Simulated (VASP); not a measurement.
# SiC (F-43m) in VASP: a series of runs, part 2 of 2

VASP 6.6.1.

**4. Vibrations by perturbation theory, PBEsol (volume scaled by 0.985)**

File INCAR:

```
SYSTEM = SiC
ALGO     = Normal         ! electronic algorithm
EDIFF    = 1E-8           ! SCF threshold, eV
ENCUT    = 520            ! plane-wave cutoff, eV
GGA      = PS             ! functional
IBRION   = 8              ! ionic algorithm
ISIF     = 2              ! what is computed and relaxed
ISMEAR   = 0              ! smearing method
LASPH    = .True.         ! aspherical terms in the spheres
LCHARG   = .False.        ! write CHGCAR
LREAL    = .False.        ! projectors in reciprocal space
LWAVE    = .False.        ! write WAVECAR
NELM     = 60             ! most SCF steps
NSW      = 1              ! ionic steps
PREC     = Accurate       ! precision mode
SIGMA    = 0.01           ! smearing width, eV
```

File KPOINTS:

```
k-points
0
Gamma
  10 10 10
  0 0 0
```

File POSCAR:

```
SiC
1.0
    0.0000000000      2.1674680690      2.1674680690
    2.1674680690      0.0000000000      2.1674680690
    2.1674680690      2.1674680690      0.0000000000
Si C
1 1
Direct
    0.0000000000      0.0000000000      0.0000000000
    0.7500000000      0.7500000000      0.7500000000
```

Potentials or basis: VASP PAW PBE potentials, release 64 (Si, C).

On the command line:

```sh
> cat potpaw_PBE.64/Si/POTCAR potpaw_PBE.64/C/POTCAR > POTCAR
> mpirun -np 1 vasp_std > vasp.out
```

OUTCAR:

```text
SYSTEM = SiC
   EDIFF = 1E-8
   ENCUT = 520
   GGA = PS
   IBRION = 8
   ISIF = 2
   ISMEAR = 0
   LASPH = .True.
   LREAL = .False.
   NELM = 60
   NSW = 1
   PREC = Accurate

 ion  position               nearest neighbor table
   1  0.000  0.000  0.000-   2 1.88   2 1.88   2 1.88   2 1.88
   2  0.750  0.750  0.750-   1 1.88   1 1.88   1 1.88   1 1.88

  LATTYP: Found a face centered cubic cell.
 ALAT       =     4.3349361380

  Lattice vectors:

 A1 = (   0.0000000000,   2.1674680690,   2.1674680690)
 A2 = (   2.1674680690,   0.0000000000,   2.1674680690)
 A3 = (   2.1674680690,   2.1674680690,   0.0000000000)

Analysis of symmetry for initial positions (statically):
=====================================================================
 Subroutine PRICEL returns:
 Original cell was already a primitive cell.

 Routine SETGRP: Setting up the symmetry group for a
 face centered cubic supercell.

 Subroutine GETGRP returns: Found 24 space group operations
 (whereof 24 operations were pure point group operations)
 out of a pool of 48 trial point group operations.

The static configuration has the point symmetry T_d .

Analysis of symmetry for dynamics (positions and initial velocities):
=====================================================================
 Subroutine PRICEL returns:
 Original cell was already a primitive cell.

 Routine SETGRP: Setting up the symmetry group for a
 face centered cubic supercell.

 Subroutine GETGRP returns: Found 24 space group operations
 (whereof 24 operations were pure point group operations)
 out of a pool of 48 trial point group operations.

The dynamic configuration has the point symmetry T_d .

 Subroutine INISYM returns: Found 24 space group operations
 (whereof 24 operations are pure point group operations),
 and found     1 'primitive' translations

----------------------------------------------------------------------------------------

                                     Primitive cell

  volume of cell :      20.3652

  direct lattice vectors                    reciprocal lattice vectors
     0.000000000  2.167468069  2.167468069    -0.230683906  0.230683906  0.230683906
     2.167468069  0.000000000  2.167468069     0.230683906 -0.230683906  0.230683906
     2.167468069  2.167468069  0.000000000     0.230683906  0.230683906 -0.230683906

  length of vectors
     3.065262739  3.065262739  3.065262739     0.399556245  0.399556245  0.399556245

  position of ions in fractional coordinates (direct lattice)
     0.000000000  0.000000000  0.000000000
     0.750000000  0.750000000  0.750000000

  ion indices of the primitive-cell ions
   primitive index   ion index
                 1           1
                 2           2
[... 130 lines left out ...]
  band No.  band energies     occupation
      1      -7.3137      2.00000
      2       8.2364      2.00000
      3       8.2364      2.00000
      4       8.2364      2.00000
      5      14.6089      0.00000
      6      15.5892      0.00000
      7      15.5892      0.00000
      8      15.5892      0.00000
[... 243 lines left out ...]
 k-point    24 :       0.4000    0.3000    0.0000
  band No.  band energies     occupation
      1      -4.1117      2.00000
      2       2.6320      2.00000
      3       5.0205      2.00000
      4       5.5651      2.00000
      5      11.0045      0.00000
      6      13.8137      0.00000
      7      19.9615      0.00000
      8      20.2499      0.00000

 [... further k-points ...]

------------------------ aborting loop because EDIFF is reached ----------------------------------------

  FORCE on cell =-STRESS in cart. coord.  units (eV):
  Direction    XX          YY          ZZ          XY          YZ          ZX
  --------------------------------------------------------------------------------------
  -------------------------------------------------------------------------------------
  Total        0.4844765      0.4844765      0.4844765     -0.0000000      0.0000000     -0.0000000
  in kB       38.1149369     38.1149369     38.1149369     -0.0000000      0.0000000     -0.0000000
  external PRESSURE =      38.1149369 kB  Pullay stress =       0.0000000 kB

 VOLUME and BASIS-vectors are now :
 -----------------------------------------------------------------------------
  energy-cutoff  :      520.00
  volume of cell :       20.37
      direct lattice vectors                 reciprocal lattice vectors
     0.000000000  2.167468069  2.167468069    -0.230683906  0.230683906  0.230683906
     2.167468069  0.000000000  2.167468069     0.230683906 -0.230683906  0.230683906
     2.167468069  2.167468069  0.000000000     0.230683906  0.230683906 -0.230683906

 POSITION                                       TOTAL-FORCE (eV/Angst)
 -----------------------------------------------------------------------------------
      0.00000      0.00000      0.00000         0.000000      0.000000      0.000000
      3.25120      3.25120      3.25120        -0.000000     -0.000000     -0.000000
 -----------------------------------------------------------------------------------
    total drift:                               -0.000000     -0.000000     -0.000000

  FREE ENERGIE OF THE ION-ELECTRON SYSTEM (eV)
  ---------------------------------------------------
  free  energy   TOTEN  =       -15.9108819358 eV

  energy  without entropy=      -15.9108819358  energy(sigma->0) =      -15.91088194

[... ionic steps 2 to 3 ...]

--------------------------------------- Ionic step        4  -------------------------------------------

------------------------ aborting loop because EDIFF is reached ----------------------------------------

[... ionic steps 5 to 6 ...]

--------------------------------------- Ionic step        7  -------------------------------------------

 Free energy of the ion-electron system (eV)
  ---------------------------------------------------
  ---------------------------------------------------
  free energy    TOTEN  =        -0.12502554 eV

  energy without entropy =       -0.12502554

------------------------ aborting loop because EDIFF is reached ----------------------------------------

 INTERNAL STRAIN TENSOR  FOR ION    2  DIRECTION 1   (eV/Angst):
 -----------------------------------------------------------------------------
    -0.00307  0.00000  0.00000
     0.00000  0.00097  9.37347
     0.00000  9.37347  0.00097

 INTERNAL STRAIN TENSOR FOR ION    2 for displacements in x,y,z  (eV/Angst):
          X           Y           Z          XY          YZ          ZX
  --------------------------------------------------------------------------------
  x    -0.00000     0.00000     0.00000     0.00000     9.37347     0.00000
  y     0.00000    -0.00000     0.00000     0.00000     0.00000     9.37347
  z     0.00000     0.00000    -0.00000     9.37347     0.00000     0.00000

 SECOND DERIVATIVES (NOT SYMMETRIZED)
 ------------------------------------
               1X          1Y          1Z          2X          2Y          2Z
  1X   -19.870719    0.000000    0.000000   19.870719    0.000000    0.000000
  1Y     0.000000  -19.870719    0.000000    0.000000   19.870719    0.000000
  1Z     0.000000    0.000000  -19.870719    0.000000    0.000000   19.870719
  2X    19.867421    0.000000    0.000000  -19.867421    0.000000    0.000000
  2Y     0.000000   19.867421    0.000000    0.000000  -19.867421    0.000000
  2Z     0.000000    0.000000   19.867421    0.000000    0.000000  -19.867421

 Eigenvectors and eigenvalues of the dynamical matrix
 ----------------------------------------------------

   1 f  =   24.024591 THz   150.950955 2PiTHz  801.374083 cm-1    99.357679 meV
             X         Y         Z           dx          dy          dz
      0.000000  0.000000  0.000000     0.114298    0.532313    0.056297
      3.251202  3.251202  3.251202    -0.174764   -0.813915   -0.086079
[... 21 lines left out ...]
   6 f/i=    0.000913 THz     0.005739 2PiTHz    0.030468 cm-1     0.003778 meV
             X         Y         Z           dx          dy          dz
      0.000000  0.000000  0.000000     0.836034   -0.036553    0.010951
      3.251202  3.251202  3.251202     0.546780   -0.023906    0.007162

--------------------------------------------------------------------------------------------------------

 ELASTIC MODULI CONTR FROM IONIC RELAXATION (kBar)
 Direction    XX          YY          ZZ          XY          YZ          ZX
 --------------------------------------------------------------------------------
 XX          -0.0000      0.0000      0.0000     -0.0000      0.0000      0.0000
 YY           0.0000     -0.0000      0.0000     -0.0000     -0.0000     -0.0000
 ZZ           0.0000      0.0000     -0.0000      0.0000     -0.0000      0.0000
 XY          -0.0000     -0.0000      0.0000   -322.2024     -0.0000      0.0000
 YZ           0.0000     -0.0000     -0.0000     -0.0000   -322.2024      0.0000
 ZX           0.0000     -0.0000      0.0000      0.0000      0.0000   -322.2024
 --------------------------------------------------------------------------------
```

It took 46 s on 1 thread of Intel Xeon 6975P-C, shared host; peak memory 0.2 GiB.

What came out:

```yaml
Highest_phonon_frequency_at_Γ_LO-TO_splitting_left_out: 801 cm⁻¹
```

Phonon frequencies in cm⁻¹ (negative: imaginary):
```
              q point        frequencies
(0.000, 0.000, 0.000)  0 0 0 801 801 801
```

Caveat: the cell wasn't relaxed at this level first, which shifts response properties; the PAW data sets were made with another functional, which shifts forces and pressure a little.

**5. Vibrations by perturbation theory, PBEsol (volume scaled by 1.015)**

File INCAR:

```
SYSTEM = SiC
PREC = Accurate
ENCUT = 520
EDIFF = 1E-8
ISMEAR = 0
SIGMA = 0.01
LREAL = .False.
LASPH = .True.
NELM = 100
ALGO = Normal
ISIF = 2
LWAVE = .False.
LCHARG = .False.
GGA = PS
IBRION = 8
NSW = 1
```

File KPOINTS:

```
regular mesh
0
Gamma
  10 10 10
  0 0 0
```

File POSCAR:

```
SiC
1.0
    0.0000000000      2.1892531274      2.1892531274
    2.1892531274      0.0000000000      2.1892531274
    2.1892531274      2.1892531274      0.0000000000
Si C
1 1
Direct
    0.0000000000      0.0000000000      0.0000000000
    0.7500000000      0.7500000000      0.7500000000
```

Potentials or basis: VASP PAW PBE potentials, release 64 (Si, C).

On the command line:

```sh
> cat potpaw_PBE.64/Si/POTCAR potpaw_PBE.64/C/POTCAR > POTCAR
> mpirun -np 1 vasp_std > vasp.out
```

OUTCAR:

```text
SYSTEM = SiC
   PREC = Accurate
   ENCUT = 520
   EDIFF = 1E-8
   ISMEAR = 0
   LREAL = .False.
   LASPH = .True.
   NELM = 100
   ISIF = 2
   GGA = PS
   IBRION = 8
   NSW = 1

 ion  position               nearest neighbor table
   1  0.000  0.000  0.000-   2 1.90   2 1.90   2 1.90   2 1.90
   2  0.750  0.750  0.750-   1 1.90   1 1.90   1 1.90   1 1.90

  LATTYP: Found a face centered cubic cell.
 ALAT       =     4.3785062548

  Lattice vectors:

 A1 = (   0.0000000000,   2.1892531274,   2.1892531274)
 A2 = (   2.1892531274,   0.0000000000,   2.1892531274)
 A3 = (   2.1892531274,   2.1892531274,   0.0000000000)

Analysis of symmetry for initial positions (statically):
=====================================================================
 Subroutine PRICEL returns:
 Original cell was already a primitive cell.

[... 494 lines left out ...]

 INTERNAL STRAIN TENSOR  FOR ION    2  DIRECTION 1   (eV/Angst):
 -----------------------------------------------------------------------------
    -0.00287  0.00000  0.00000
     0.00000  0.00088  7.75869
     0.00000  7.75869  0.00088

 INTERNAL STRAIN TENSOR FOR ION    2 for displacements in x,y,z  (eV/Angst):
          X           Y           Z          XY          YZ          ZX
  --------------------------------------------------------------------------------
  x    -0.00000     0.00000     0.00000     0.00000     7.75869     0.00000
  y     0.00000     0.00000     0.00000     0.00000     0.00000     7.75869
  z     0.00000     0.00000    -0.00000     7.75869     0.00000     0.00000

 SECOND DERIVATIVES (NOT SYMMETRIZED)
 ------------------------------------
               1X          1Y          1Z          2X          2Y          2Z
  1X   -18.569859    0.000000    0.000000   18.569859    0.000000    0.000000
  1Y     0.000000  -18.569859    0.000000    0.000000   18.569859    0.000000
  1Z     0.000000    0.000000  -18.569859    0.000000    0.000000   18.569859
  2X    18.572298    0.000000    0.000000  -18.572298    0.000000    0.000000
  2Y     0.000000   18.572298    0.000000    0.000000  -18.572298    0.000000
  2Z     0.000000    0.000000   18.572298    0.000000    0.000000  -18.572298

 Eigenvectors and eigenvalues of the dynamical matrix
 ----------------------------------------------------

   1 f  =   23.227300 THz   145.941430 2PiTHz  774.779329 cm-1    96.060351 meV
             X         Y         Z           dx          dy          dz
      0.000000  0.000000  0.000000    -0.547292    0.000000    0.000000
      3.283880  3.283880  3.283880     0.836942    0.000000    0.000000
[... 21 lines left out ...]
   6 f/i=    0.000699 THz     0.004389 2PiTHz    0.023299 cm-1     0.002889 meV
             X         Y         Z           dx          dy          dz
      0.000000  0.000000  0.000000    -0.836942    0.000000    0.000000
      3.283880  3.283880  3.283880    -0.547292    0.000000    0.000000

--------------------------------------------------------------------------------------------------------

 ELASTIC MODULI CONTR FROM IONIC RELAXATION (kBar)
 Direction    XX          YY          ZZ          XY          YZ          ZX
 --------------------------------------------------------------------------------
 XX          -0.0000      0.0000      0.0000     -0.0000      0.0000     -0.0000
 YY           0.0000     -0.0000     -0.0000     -0.0000     -0.0000     -0.0000
 ZZ           0.0000     -0.0000     -0.0000      0.0000     -0.0000     -0.0000
 XY          -0.0000     -0.0000      0.0000   -226.2048     -0.0000      0.0000
 YZ           0.0000     -0.0000     -0.0000     -0.0000   -226.2048      0.0000
 ZX          -0.0000     -0.0000     -0.0000      0.0000      0.0000   -226.2048
 --------------------------------------------------------------------------------
```

OSZICAR:

```text
N       E                     dE             d eps       ncg     rms          rms(c)
DAV:   1     0.505890953147E+01    0.50589E+01   -0.41435E+03   768   0.845E+02
DAV:   2    -0.172940552072E+02   -0.22353E+02   -0.21849E+02  1128   0.111E+02
[... 39 lines left out ...]
RMM:   6    -0.123930279916E+00   -0.13821E-04   -0.15635E-07  4576   0.383E-03    0.865E-04
RMM:   7    -0.123924616057E+00    0.56639E-05   -0.11627E-08  4703   0.874E-04    0.121E-04
RMM:   8    -0.123925771340E+00   -0.11553E-05    0.37791E-09  4660   0.211E-04    0.283E-05
RMM:   9    -0.123925723057E+00    0.48283E-07    0.94674E-09  4961   0.492E-05    0.321E-06
RMM:  10    -0.123925735599E+00   -0.12542E-07   -0.58450E-09  4917   0.792E-06    0.192E-06
RMM:  11    -0.123925738375E+00   -0.27759E-08    0.71236E-10  4323   0.332E-06    0.318E-07
 Linear response finished
```

It took 45 s on 1 thread of Intel Xeon 6975P-C, shared host; peak memory 0.2 GiB.

Results:

- Highest phonon frequency at Γ, LO-TO splitting left out: 775 cm⁻¹

Phonon frequencies in cm⁻¹ (negative: imaginary):
| q point | frequencies |
| --- | --- |
| (0.000, 0.000, 0.000) | 0 0 0 775 775 775 |

Caveat: the cell wasn't relaxed at this level first, which shifts response properties; the PAW data sets were made with another functional, which shifts forces and pressure a little.
